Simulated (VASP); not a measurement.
Crystal: Hf.

```
Hf
1.0
     3.19670    0.00000    0.00000
    -1.59835    2.76842    0.00000
     0.00000    0.00000    5.05780
Hf
2
Direct
  0.66667 0.33333 0.75000
  0.33333 0.66667 0.25000
```

```yaml
Program: VASP 6.6.1
Task: relaxation of cell and atoms
Functional: PBEsol
Dispersion: D3(BJ)
Potentials_or_basis: VASP PAW PBE potentials, release 64 (Hf_pv)
Cutoff: 600 eV
k_mesh: 10 × 10 × 5
Occupations: fermi-dirac, width 0.05 eV
Spin: no spin polarisation
```

At the start: pressure -8.0 GPa; volume 22.38 Å³/atom.

Task: How do energy, volume and symmetry change on relaxing?

Result: Over 11 steps the energy falls by 42.9 meV/atom and the volume is 20.76 Å³/atom (-7.2 %); space group P6_3/mmc (No. 194, to 0.1 Å) before and after.

The path:
```tsv
step	energy change (eV)	largest force (eV/Å)	pressure (GPa)	volume (Å³)
1	0.0000	0.0000	-8.00	44.76
2	0.0509	0.0000	12.98	37.91
3	-0.0857	0.0000	-0.20	41.58
4	-0.0857	0.0000	-0.01	41.52
5	-0.0857	0.0000	0.18	41.45
6	-0.0857	0.0000	-0.19	41.58
7	-0.0857	0.0000	-0.01	41.52
8	-0.0857	0.0000	-0.01	41.52
9	-0.0857	0.0000	-0.10	41.55
10	-0.0857	0.0000	-0.02	41.52
11	-0.0857	0.0000	-0.01	41.52
```

Final structure:
```
Hf
1.0
     3.11828    0.00000    0.00000
    -1.55914    2.70051    0.00000
     0.00000    0.00000    4.93028
Hf
2
Direct
  0.66667 0.33333 0.75000
  0.33333 0.66667 0.25000
```

Caveat: the PAW data sets were made with another functional, which shifts forces and pressure a little.
